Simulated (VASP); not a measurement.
The system is SiO2.

```
CELL_PARAMETERS angstrom
4.13020 0.00000 0.00000
0.00000 4.13020 0.00000
0.00000 0.00000 2.53360
ATOMIC_POSITIONS crystal
Si 0.50000 0.50000 0.50000
Si 0.00000 0.00000 0.00000
O 0.69443 0.69443 0.00000
O 0.19443 0.80557 0.50000
O 0.30557 0.30557 0.00000
O 0.80557 0.19443 0.50000
```

Base run:

| Property | Result |
| --- | --- |
| Program | VASP 6.6.1 |
| Functional | LDA |
| Potentials or basis | VASP PAW LDA potentials, release 64 (Si, O_h) |
| Cutoff | 910 eV |
| k mesh | 6 × 6 × 8 |
| Occupations | gaussian, width 0.05 eV |
| Spin | no spin polarisation |

Its results: band gap on the k mesh 7.12 eV, direct; pressure 26.7 GPa; largest force 0.329 eV/Å.

The run is repeated on the same cell with these changes: potentials or basis from VASP PAW LDA potentials, release 64 (Si, O_h) to VASP PAW LDA potentials, release 64 (Si, O); cutoff from 910 eV to 520 eV. What comes out?

Band gap on the k mesh 7.10 eV, direct; pressure 27.5 GPa; largest force 0.357 eV/Å.

Caveats: the cutoff is under 1.25 times the usual one of these potentials, so pressure, stress and relaxed cells hold a basis-set (Pulay) error (some runs).

A k mesh can miss the band edges.
